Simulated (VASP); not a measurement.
Wanted: the native input for a VASP 6.6.1 run.

```
Task                   : single point
Functional             : PBE
Potentials or basis    : VASP PAW PBE potentials, release 64 (Si, Ni)
Cutoff                 : 520 eV
k mesh                 : 14 × 14 × 14
Occupations            : gaussian, width 0.1 eV
Spin                   : no spin polarisation
Dipole correction      : no
Further INCAR settings : ALGO = Normal; EDIFF = 1e-06; NBANDS = 16
```

The structure of Si2Ni lies in POSCAR:

```
Si2Ni
1.0
    0.0000000000      2.7237598005      2.7237598005
    2.7237598005      0.0000000000      2.7237598005
    2.7237598005      2.7237598005      0.0000000000
Si Ni
2 1
Direct
    0.2500000000      0.2500000000      0.2500000000
    0.7500000000      0.7500000000      0.7500000000
    0.0000000000      0.0000000000      0.0000000000
```

One way to write it, as run:

INCAR

```
SYSTEM = Si2Ni
ALGO     = Normal         ! electronic algorithm
EDIFF    = 1E-6           ! SCF threshold, eV
ENCUT    = 520            ! plane-wave cutoff, eV
GGA      = PE             ! functional
ISIF     = 2              ! what is computed and relaxed
ISMEAR   = 0              ! smearing method
LASPH    = .True.         ! aspherical terms in the spheres
LCHARG   = .False.        ! write CHGCAR
LREAL    = .False.        ! projectors in reciprocal space
LWAVE    = .False.        ! write WAVECAR
NBANDS   = 16             ! bands
NELM     = 100            ! most SCF steps
PREC     = Accurate       ! precision mode
SIGMA    = 0.1            ! smearing width, eV
```

KPOINTS

```
k-points
0
Gamma
  14 14 14
  0 0 0
```

Potentials or basis: VASP PAW PBE potentials, release 64 (Si, Ni).

Run with:

```bash
$ cat potpaw_PBE.64/Si/POTCAR potpaw_PBE.64/Ni/POTCAR > POTCAR
$ mpirun -np 1 vasp_std > vasp.out
```

It gave:

The pressure is -0.2 GPa. The band gap on the k mesh is zero (band 9 reaches 11.79 eV, above the bottom of band 10 at 9.65 eV).

It took 84 s on 1 thread of Intel(R) Xeon(R) Platinum 8259CL CPU @ 2.50GHz (Skylake/Cascade Lake) (shared host), peak memory 0.21 GiB.
